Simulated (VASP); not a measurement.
A run of VASP 6.6.1 is set up as follows.

File INCAR:

```
ALGO = Normal
EDIFF = 1E-6
ENCUT = 520
GGA = PE
ISIF = 2
ISMEAR = 0
ISPIN = 2
LASPH = T
LCHARG = F
LMAXMIX = 4
LORBIT = 11
LREAL = F
LWAVE = F
MAGMOM = -0.03 -0.03 -0.02 2.02
NBANDS = 23
NELM = 150
NUPDOWN = 1.88
PREC = Accurate
SIGMA = 0.1
```

Contents of KPOINTS:

```
k-points
0
Gamma
  12 12 12
```

Contents of POSCAR:

```
MnAl3
1.0
    0.0000000000      3.0393544795      3.0393544795
    3.0393544795      0.0000000000      3.0393544795
    3.0393544795      3.0393544795      0.0000000000
Al Mn
3 1
Direct
    0.2500000000      0.2500000000      0.2500000000
    0.7500000000      0.7500000000      0.7500000000
    0.5000000000      0.5000000000      0.5000000000
    0.0000000000      0.0000000000      0.0000000000
```

Potentials or basis: VASP PAW PBE potentials, release 64 (Al, Mn_pv).

Launch:

```bash
$ cat potpaw_PBE.64/Al/POTCAR potpaw_PBE.64/Mn_pv/POTCAR > POTCAR
$ mpirun -np 1 vasp_std > vasp.out
```

**Question.** Estimate the pressure.

**Answer.** 1.6 GPa.

Caveat: the total moment is fixed, so each spin has its own Fermi level.
